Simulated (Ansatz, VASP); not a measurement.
LiH in VASP and in Ansatz

Contents of INCAR:

```
SYSTEM = LiH
PREC     = Accurate       ! precision mode
ENCUT    = 520            ! plane-wave cutoff, eV
EDIFF    = 1E-6           ! SCF threshold, eV
ISMEAR   = -1             ! smearing method
SIGMA    = 0.05           ! smearing width, eV
LREAL    = .False.        ! projectors in reciprocal space
LASPH    = .True.         ! aspherical terms in the spheres
NELM     = 100            ! most SCF steps
ALGO     = Normal         ! electronic algorithm
ISIF     = 2              ! what is computed and relaxed
LWAVE    = .False.        ! write WAVECAR
LCHARG   = .False.        ! write CHGCAR
GGA      = PE             ! functional
NBANDS   = 9              ! bands
```

KPOINTS

```
Automatic mesh
0
Gamma
  4 4 4
  0 0 0
```

The input POSCAR:

```
LiH
1.0
    0.0000000000      2.0100000000      2.0100000000
    2.0100000000      0.0000000000      2.0100000000
    2.0100000000      2.0100000000      0.0000000000
Li H
1 1
Direct
    0.0086171682      0.0086171682      0.0086171682
    0.5000000000      0.5000000000      0.5000000000
```

Input for Ansatz:

```yaml
crystal:
  lattice:
    - [0.0, 2.01, 2.01]
    - [2.01, 0.0, 2.01]
    - [2.01, 2.01, 0.0]
  atoms:
    - { symbol: Li, position: [0.0086171682, 0.0086171682, 0.0086171682] }
    - { symbol: H, position: [0.5, 0.5, 0.5] }
kpoints:
  mp_grid: { grid: [4, 4, 4] }
hamiltonian:
  xc: pbe
  pseudopotentials:
    kind: paw
    azcp:
      H: "pseudopotentials/pbe/paw/ansatz_paw_generated_hard_1/H.paw.azcp"
      Li: "pseudopotentials/pbe/paw/ansatz_paw_generated_hard_1/Li.paw.azcp"
scf:
  occupations: { method: fermi_dirac, width: 0.05 }
  convergence: { dr2_threshold: "1e-10 eV" }
output:
  forces: true
  stress: true
  eigenvalues: true
```

Alike in both runs: task single point; functional PBE; k mesh 4 × 4 × 4; occupations fermi-dirac, width 0.05 eV; no spin polarisation.

|  | VASP | Ansatz |
| --- | --- | --- |
| version | VASP 6.6.1 | Ansatz 0.2.0 development build |
| potentials or method | VASP PAW PBE potentials, release 64 (Li_sv, H) | plane waves, PAW datasets (generated hard set |
| plane-wave cutoff (eV) | 520 | 700 |
| valence electrons in the cell | 4 | 4 |

|  | VASP | Ansatz | Ansatz less VASP |
| --- | --- | --- | --- |
| gap on the k mesh at the Fermi level (eV) | 3.00 | 3.00 | +0.006 |
| least direct gap on the mesh (eV) | 3.00 | 3.00 | +0.006 |
| rms of the force components (eV/Å) | 0.032 | 0.032 | +0.0001 |

Atom by atom the forces differ by 0.000 eV/Å (rms over components). Ansatz's warnings: cutoff auto derived.

The k mesh is coarse, so the values compare programs but aren't converged. Noted on VASP's run: the cutoff is short for stress, so the pressure is rough.
